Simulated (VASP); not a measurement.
# WS2 in VASP: single point with PBEsol

Aim: the single point of WS2 with PBEsol.

All numbers are computed with VASP 6.6.1; they aren't measurements. Logs are shortened: lines on timing, memory, paths and dates and some standing lists are left out, and cuts for length are marked.

## 1. The cell of the first run

The cell holds a slab with vacuum, 15 atoms: a = 5.452 Å, b = 6.625 Å, c = 23.295 Å, α = 90.00°, β = 90.00°, γ = 74.08°.

## 2. Single point, PBEsol

Contents of INCAR:

```
SYSTEM = WS2
PREC = Accurate
ENCUT = 400
EDIFF = 1E-6
ISMEAR = 0
SIGMA = 0.05
LREAL = .FALSE.
LASPH = .TRUE.
NELM = 120
ALGO = Normal
ISIF = 2
LWAVE = .FALSE.
LCHARG = .FALSE.
LDIPOL = .TRUE.
IDIPOL = 3
DIPOL = 0.5 0.5 0.500
GGA = PS
NBANDS = 78
GGA_COMPAT = .FALSE.
NELMDL = -8
```

Contents of KPOINTS:

```
Automatic mesh
0
G
  5 4 1
  0 0 0
```

Contents of POSCAR:

```
WS2
1.0
    5.4518149096      0.0000000000      0.0000000000
    1.8172716365      6.3704647814      0.0000000000
    0.0000000000      0.0000000000     23.2952136112
W S
5 10
Direct
    0.5006715137      0.9979854590      0.3648818226
    0.0006715137      0.9979854590      0.4324409113
    0.4897043459      0.9979884638      0.5010674401
    0.0057395354      0.9981313030      0.5716383525
    0.5240146295      0.9972110090      0.6235659829
    0.7520369691      0.2438890927      0.3648818226
    0.9159915172      0.7520254483      0.3648818226
    0.2520369691      0.2438890927      0.4324409113
    0.4159915172      0.7520254483      0.4324409113
    0.7514265517      0.2375709053      0.5016971318
    0.9113664977      0.7586109792      0.5017202905
    0.2348682837      0.2543888580      0.5666955987
    0.4058985501      0.7408221618      0.5666121168
    0.7355839872      0.2448749661      0.6386900632
    0.9015166851      0.7511820178      0.6390335011
```

Potentials or basis: VASP PAW PBE potentials, release 64 (W_sv, S).

Command:

```sh
> cat potpaw_PBE.64/W_sv/POTCAR potpaw_PBE.64/S/POTCAR > POTCAR
> mpirun -np 1 vasp_std > vasp.out
```

OUTCAR:

```text
SYSTEM = WS2
   PREC = Accurate
   ENCUT = 400
   EDIFF = 1E-6
   ISMEAR = 0
   LREAL = .FALSE.
   LASPH = .TRUE.
   NELM = 120
   ISIF = 2
   GGA = PS
   NELMDL = -8

 ion  position               nearest neighbor table
   1  0.501  0.998  0.365-   6 2.40   8 2.40   7 2.40   9 2.40   2 3.15   2 3.15   3 3.17
   2  0.001  0.998  0.432-   8 2.40   6 2.40   9 2.40   7 2.40  11 2.40  10 2.41   3 3.11   1 3.15
                             1 3.15   3 3.21   4 3.24
   3  0.490  0.998  0.501-   8 2.39   9 2.39  10 2.41  11 2.41  12 2.42  13 2.42   5 2.86   4 3.11
                             2 3.11   1 3.17   2 3.21   4 3.26
   4  0.006  0.998  0.572-  12 2.37  13 2.37  11 2.43  10 2.43  14 2.44  15 2.44   5 2.89   5 3.07
                             3 3.11   2 3.24   3 3.26
   5  0.524  0.997  0.624-  15 2.28  14 2.28  13 2.38  12 2.38   3 2.86   4 2.89   4 3.07
   6  0.752  0.244  0.365-   1 2.40   2 2.40
   7  0.916  0.752  0.365-   1 2.40   2 2.40
   8  0.252  0.244  0.432-   3 2.39   2 2.40   1 2.40
   9  0.416  0.752  0.432-   3 2.39   2 2.40   1 2.40
  10  0.751  0.238  0.502-   2 2.41   3 2.41   4 2.43
  11  0.911  0.759  0.502-   2 2.40   3 2.41   4 2.43
  12  0.235  0.254  0.567-   4 2.37   5 2.38   3 2.42
  13  0.406  0.741  0.567-   4 2.37   5 2.38   3 2.42
  14  0.736  0.245  0.639-   5 2.28   4 2.44
  15  0.902  0.751  0.639-   5 2.28   4 2.44

  LATTYP: Found a simple monoclinic cell.
 ALAT       =     5.4518149096
 B/A-ratio  =     4.2729281895
 C/A-ratio  =     1.2151179084
 COS(beta)  =    -0.2743218012

  Lattice vectors:

 A1 = (   5.4518149096,   0.0000000000,   0.0000000000)
 A2 = (   0.0000000000,   0.0000000000,  23.2952136112)
 A3 = (  -1.8172716365,  -6.3704647814,   0.0000000000)

Analysis of symmetry for initial positions (statically):
=====================================================================
 Subroutine PRICEL returns:
 Original cell was already a primitive cell.

 Routine SETGRP: Setting up the symmetry group for a
 simple monoclinic supercell.

 Subroutine GETGRP returns: Found  1 space group operations
 (whereof  1 operations were pure point group operations)
 out of a pool of  4 trial point group operations.

The static configuration has the point symmetry C_1 .

Analysis of symmetry for dynamics (positions and initial velocities):
=====================================================================
 Subroutine PRICEL returns:
 Original cell was already a primitive cell.

 Routine SETGRP: Setting up the symmetry group for a
 simple monoclinic supercell.

 Subroutine GETGRP returns: Found  1 space group operations
 (whereof  1 operations were pure point group operations)
 out of a pool of  4 trial point group operations.

The dynamic configuration has the point symmetry C_1 .

 Subroutine INISYM returns: Found  1 space group operations
 (whereof  1 operations are pure point group operations),
 and found     1 'primitive' translations

----------------------------------------------------------------------------------------

                                     Primitive cell

  volume of cell :     809.0566

  direct lattice vectors                    reciprocal lattice vectors
     5.451814910  0.000000000  0.000000000     0.183425156 -0.052324806  0.000000000
     1.817271636  6.370464781  0.000000000     0.000000000  0.156974418  0.000000000
     0.000000000  0.000000000 23.295213611     0.000000000  0.000000000  0.042927273

  length of vectors
     5.451814910  6.624597930 23.295213611     0.190742426  0.156974418  0.042927273

  position of ions in fractional coordinates (direct lattice)
     0.500671514  0.997985459  0.364881823
     0.000671514  0.997985459  0.432440911
     0.489704346  0.997988464  0.501067440
     0.005739535  0.998131303  0.571638353
     0.524014630  0.997211009  0.623565983
     0.752036969  0.243889093  0.364881823
     0.915991517  0.752025448  0.364881823
     0.252036969  0.243889093  0.432440911
     0.415991517  0.752025448  0.432440911
     0.751426552  0.237570905  0.501697132
     0.911366498  0.758610979  0.501720291
[... 43 lines left out ...]

 Subroutine IBZKPT returns following result:
 ===========================================

 Found     11 irreducible k-points:

 Following reciprocal coordinates:
            Coordinates               Weight
  0.000000  0.000000  0.000000      1.000000
  0.200000  0.000000  0.000000      2.000000
  0.400000  0.000000  0.000000      2.000000
  0.000000  0.250000  0.000000      2.000000
  0.200000  0.250000  0.000000      2.000000
  0.400000  0.250000  0.000000      2.000000
 -0.400000  0.250000  0.000000      2.000000
 -0.200000  0.250000  0.000000      2.000000
  0.000000  0.500000  0.000000      1.000000
  0.200000  0.500000  0.000000      2.000000
  0.400000  0.500000  0.000000      2.000000
   k-points           NKPTS =     11   k-points in BZ     NKDIM =     11   number of bands    NBANDS=     78
   number of dos      NEDOS =    301   number of ions     NIONS =     15
   total plane-waves  NPLWV = 276480
   dimension x,y,z NGX =    36 NGY =   48 NGZ =  160
   dimension x,y,z NGXF=    72 NGYF=   96 NGZF=  320
   ions per type =               5  10
   NGX,Y,Z   is equivalent  to a cutoff of  10.98, 12.05, 11.42 a.u.
   NGXF,Y,Z  is equivalent  to a cutoff of  21.96, 24.09, 22.84 a.u.
 SYSTEM =  WS2
   PREC   = accura    normal or accurate (medium, high low for compatibility)
   ISTART =      0    job   : 0-new  1-cont  2-samecut
   ICHARG =      2    charge: 1-file 2-atom 10-const
   ISPIN  =      1    spin polarized calculation?
   LNONCOLLINEAR =      F non collinear calculations
   LSORBIT =      F    spin-orbit coupling
   LASPH  =      T    aspherical Exc in radial PAW
   ENCUT  =  400.0 eV  29.40 Ry    5.42 a.u.   8.89 10.80 37.99*2*pi/ulx,y,z
   NELM   =    120;   NELMIN=  2; NELMDL= -8     # of ELM steps
   EDIFF  = 0.1E-05   stopping-criterion for ELM
   LREAL  =      F    real-space projection
   EDIFFG = 0.1E-04   stopping-criterion for IOM
   NSW    =      0    number of steps for IOM
   IBRION =     -1    ionic relax: 0-MD 1-quasi-New 2-CG
   NFREE  =      0    steps in history (QN), initial steepest desc. (CG)
   ISIF   =      2    stress and relaxation
   ISYM   =      2    0-nonsym 1-usesym 2-fastsym
   POTIM  = 0.5000    time-step for ionic-motion
   TEBEG  =    0.0;   TEEND  =   0.0 temperature during run
   PSTRESS=    0.0 pullay stress
   NELECT =     130.0000    total number of electrons
   NUPDOWN=      -1.0000    fix difference up-down
   EMIN   =  10.00;   EMAX   =-10.00  energy-range for DOS
   EFERMI =   0.00;   METHOD = LEGACY
   ISMEAR =     0;   SIGMA  =   0.05  broadening in eV -4-tet -1-fermi 0-gaus
   EFERMI_NEDOS =   21; number of points for ismear=-14 and -15
   IALGO  =     38    algorithm
   IMIX   =      4    mixing-type and parameters
     AMIX     =   0.40;   BMIX     =  1.00
     AMIX_MAG =   1.60;   BMIX_MAG =  1.00
  volume/ion in A,a.u.               =      53.94       363.99
  Fermi-wavevector in a.u.,A,eV,Ry     =   0.890013  1.681881 10.777488  0.792123
  Thomas-Fermi vector in A             =   2.011648
   LORBIT       =      0    0 simple, 1 ext, 2 COOP (PROOUT), +10 PAW based schemes
   GGA     = PS    functional components
   LHFCALC =     F    Hartree Fock is set to
   AEXX    =    0.0000 exact exchange contribution
   IVDW    =     0    specifies the selected vdW correction
   LEPSILON=     F    determine dielectric tensor
   LRPA    =     F    only Hartree local field effects (RPA)
 non-spin polarized calculation
 Gauss-broadening in eV      SIGMA  =   0.05
  energy-cutoff  :      400.00
  volume of cell :      809.06
 maximum number of plane-waves:     14738
   NGX = 17   NGY = 21   NGZ = 75

 dipolmoment           0.000000      0.000000     -0.001629 electrons x Angstroem

 number of electron     129.9999994 magnetization

 dipolmoment           0.000000      0.000000      0.041681 electrons x Angstroem

 Free energy of the ion-electron system (eV)
  ---------------------------------------------------
  ext. energy  EPLUGINS =         0.00000000
  ---------------------------------------------------
  free energy    TOTEN  =      -116.57854540 eV

  energy without entropy =     -116.57490528  energy(sigma->0) =     -116.57672534

 E-fermi :  -0.8087     XC(G=0):  -4.4062

 val. band max:       -0.8237241130   @ k =   0.0000   0.5000   0.0000
 cond. band min:      -0.8063309160   @ k =   0.0000   0.0000   0.0000
 fundamental gap:      0.0173931970
 Fermi energy:        -0.8086908535

 k-point     1 :       0.0000    0.0000    0.0000
  band No.  band energies     occupation
      1     -75.4853      2.00000
      2     -75.4300      2.00000
      3     -75.3463      2.00000
      4     -75.1705      2.00000
      5     -75.1094      2.00000
      6     -39.8955      2.00000
[... 869 lines left out ...]
     76       1.8029      0.00000
     77       2.0700      0.00000
 [bands above 77 left out]

------------------------ aborting loop because EDIFF is reached ----------------------------------------

 vacuum level on the upper side and lower side of the slab       (xc-potential included)        -0.122        -0.335

  FORCE on cell =-STRESS in cart. coord.  units (eV):
  Direction    XX          YY          ZZ          XY          YZ          ZX
  --------------------------------------------------------------------------------------
  -------------------------------------------------------------------------------------
  Total       -9.5882380     -3.9886473     -2.2956564      0.0185849      0.0656526      0.2808736
  in kB      -18.9876173     -7.8987304     -4.5460954      0.0368037      0.1300119      0.5562148
  external PRESSURE =     -10.4774810 kB  Pullay stress =       0.0000000 kB

 VOLUME and BASIS-vectors are now :
 -----------------------------------------------------------------------------
  energy-cutoff  :      400.00
  volume of cell :      809.06
      direct lattice vectors                 reciprocal lattice vectors
     5.451814910  0.000000000  0.000000000     0.183425156 -0.052324806  0.000000000
     1.817271636  6.370464781  0.000000000     0.000000000  0.156974418  0.000000000
     0.000000000  0.000000000 23.295213611     0.000000000  0.000000000  0.042927273

 POSITION                                       TOTAL-FORCE (eV/Angst)
 -----------------------------------------------------------------------------------
      4.54318      6.35763      8.50000         1.834287     -0.020202      2.470787
      1.81727      6.35763     10.07380         0.537931      0.037055     -0.370962
      4.48339      6.35765     11.67247        -0.008446     -0.006178     -0.005333
      1.84517      6.35856     13.31644         0.002611     -0.009951     -0.007723
      4.66903      6.35270     14.52610        -0.014803      0.014312      0.006739
      4.54318      1.55369      8.50000        -1.013733     -0.794530     -0.483567
      6.36045      4.79075      8.50000        -0.991748      0.785909     -0.503126
      1.81727      1.55369     10.07380        -0.187793     -0.163458     -0.561666
      3.63454      4.79075     10.07380        -0.172243      0.158268     -0.580941
      4.52837      1.51344     11.68714        -0.006220      0.020090      0.002030
      6.34720      4.83270     11.68768         0.000503     -0.021404      0.001511
      1.74275      1.62058     13.20130         0.001174      0.012688      0.000892
      3.55916      4.71938     13.19935        -0.000185     -0.013201     -0.006875
      4.45527      1.55997     14.87842        -0.000546      0.027119      0.022982
      6.28000      4.78538     14.88642         0.019211     -0.026516      0.015252
 -----------------------------------------------------------------------------------
    total drift:                               -0.000832     -0.001659     -0.000020

  FREE ENERGIE OF THE ION-ELECTRON SYSTEM (eV)
  ---------------------------------------------------
  free  energy   TOTEN  =      -116.5785454048 eV

  energy  without entropy=     -116.5749052818  energy(sigma->0) =     -116.57672534

 vacuum level on the upper side and lower side of the slab         3.797         3.579
```

Wall time 17 min (1 thread of AMD EPYC 9R45 (Zen 5), shared host); peak memory 0.74 GiB.

What came out:

* Free energy: -116.5785 eV
* Largest force: 3.077 eV/Å
* Band gap on the k mesh: 0.02 eV, indirect (least direct gap 0.12 eV)

Forces on the atoms (eV/Å):
```
W    1.834 -0.020  2.471
W    0.538  0.037 -0.371
W   -0.008 -0.006 -0.005
W    0.003 -0.010 -0.008
W   -0.015  0.014  0.007
S   -1.014 -0.795 -0.484
S   -0.992  0.786 -0.503
S   -0.188 -0.163 -0.562
S   -0.172  0.158 -0.581
S   -0.006  0.020  0.002
S    0.001 -0.021  0.002
S    0.001  0.013  0.001
S    0.000 -0.013 -0.007
S   -0.001  0.027  0.023
S    0.019 -0.027  0.015
```

Caveat: the PAW data sets were made with another functional, which shifts forces and pressure a little; spin-orbit coupling is left out, which moves the levels of the heavy elements.
